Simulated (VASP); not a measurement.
Input of a VASP 6.6.1 run:

File INCAR:

```
PREC     = Accurate       # precision mode
ENCUT    = 520            # plane-wave cutoff, eV
EDIFF    = 1E-7           # SCF threshold, eV
ISMEAR   = -1             # smearing method
SIGMA    = 0.05           # smearing width, eV
LREAL    = F              # projectors in reciprocal space
LASPH    = T              # aspherical terms in the spheres
NELM     = 100            # most SCF steps
ALGO     = Normal         # electronic algorithm
ISIF     = 2              # what is computed and relaxed
LWAVE    = F              # write WAVECAR
LCHARG   = F              # write CHGCAR
GGA      = PE             # functional
NBANDS   = 16             # bands
```

Contents of KPOINTS:

```
Automatic mesh
0
Gamma
  10 10 10
```

The input POSCAR:

```
GaSb
1.0
   -2.7716691937      2.7716691937      1.6012417905
    2.7716691937     -2.7716691937      1.6012417905
    2.7716691937      2.7716691937     -1.6012417905
Sb Ga
1 1
Direct
    0.0000000000      0.0000000000      0.0000000000
    0.7500000000      0.2500000000      0.5000000000
```

Potentials or basis: VASP PAW PBE potentials, release 64 (Sb, Ga_d).

Launch:

```sh
$ cat potpaw_PBE.64/Sb/POTCAR potpaw_PBE.64/Ga_d/POTCAR > POTCAR
$ mpirun -np 1 vasp_std > vasp.out
```

(1) Estimate the pressure.

(2) Estimate the band gap on the k mesh.

## Answers

(1) -0.8 GPa.

(2) zero (band 9 reaches 8.13 eV, above the bottom of band 10 at 3.70 eV).

Caveat: spin-orbit coupling is left out, which moves the levels of the heavy elements.
